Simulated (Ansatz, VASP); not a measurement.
Cu: VASP beside Ansatz

The input POSCAR:

```
Cu
1.0
   -1.5231095727      1.5231095727      1.2347814342
    1.5231095727     -1.5231095727      1.2347814342
    1.5231095727      1.5231095727     -1.2347814342
Cu
1
Direct
    0.0000000000      0.0000000000      0.0000000000
```

Contents of INCAR.step1:

```
SYSTEM = Cu
PREC = Accurate
ENCUT = 520
ISMEAR = 0
SIGMA = 0.15
LREAL = .False.
LASPH = .True.
NELM = 100
NBANDS = 12
GGA = PE
ALGO = Normal
EDIFF = 1E-4
LWAVE = .True.
LCHARG = .False.
```

File INCAR.step2:

```
SYSTEM = Cu
PREC = Accurate
ENCUT = 520
EDIFF = 1E-7
ISMEAR = 0
SIGMA = 0.15
LREAL = .False.
LASPH = .True.
NELM = 100
ALGO = Normal
ISIF = 2
LWAVE = .False.
LCHARG = .True.
METAGGA = R2SCAN
LMIXTAU = .True.
LELF = .True.
LVHAR = .True.
NBANDS = 12
ISTART = 1
```

The input KPOINTS:

```
regular mesh
0
Gamma
  26 26 26
  0 0 0
```

Input for Ansatz:

```yaml
crystal:
  lattice:
    - [-1.5231095727, 1.5231095727, 1.2347814342]
    - [1.5231095727, -1.5231095727, 1.2347814342]
    - [1.5231095727, 1.5231095727, -1.2347814342]
  atoms:
    - { symbol: Cu, position: [0.0, 0.0, 0.0] }
basis:
  ecutwfc: 500
kpoints:
  mp_grid: { grid: [26, 26, 26] }
hamiltonian:
  xc: r2scan
scf:
  occupations: { method: gaussian, width: 0.15 }
output:
  forces: true
  stress: true
  eigenvalues: true
```

Alike in both runs: task single point; functional r2SCAN; k mesh 26 × 26 × 26; occupations gaussian, width 0.15 eV; no spin polarisation.

|  | VASP | Ansatz |
| --- | --- | --- |
| version | VASP 6.6.1 | Ansatz 0.2.0 |
| potentials or method | VASP PAW PBE potentials, release 64 (Cu), cutoff 520 eV | scalar-relativistic, plane waves, PAW |
| valence electrons in the cell | 11 | 19 |

```tsv
	VASP	Ansatz	Ansatz less VASP
gap on the k mesh at the Fermi level (eV)	none	none	-
pressure (GPa)	3.2	2.4	-0.79
traceless stress, the component that is largest in VASP (GPa)	7.19	7.14	-0.053
```

VASP's potentials were made for PBE, not for r2SCAN. A gap of «none» marks a metal or a gap that the smearing closes. The functional is the same, so the differences come from potentials, cutoffs and numerics. VASP's potentials hold 11 valence electrons a cell and Ansatz's 19, so a difference there can come from the potentials and not from the codes.
